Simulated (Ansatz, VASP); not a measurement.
**One calculation of Na, two programs**

```
Na
1.0
    -2.22337    2.22337    2.06456
     2.22337   -2.22337    2.06456
     2.22337    2.22337   -2.06456
Na
1
Direct
  0.00000 0.00000 0.00000
```

Change from the starting cell: strain +0.050 along x and y, -0.025 along z, atoms carried along.

Alike in both runs: task single point; functional PBEsol; k mesh 16 × 16 × 16; occupations gaussian, width 0.15 eV; no spin polarisation.

```csv
,VASP,Ansatz
version,VASP 6.6.1,Ansatz 0.2.0
potentials or method,"VASP PAW PBE potentials, release 64 (Na_pv), cutoff 520 eV","scalar-relativistic, plane waves, PAW"
valence electrons in the cell,7,9
```

```csv
,VASP,Ansatz,Ansatz less VASP
gap on the k mesh at the Fermi level (eV),none,none,-
pressure (GPa),-0.7,-0.7,-0.02
"traceless stress, the component that is largest in VASP (GPa)",0.10,0.10,+0.002
```

VASP's potentials were made for PBE, not for PBEsol. A gap of «none» marks a metal or a gap that the smearing closes. VASP's potentials hold 7 valence electrons a cell and Ansatz's 9, so a difference there can come from the potentials and not from the codes.
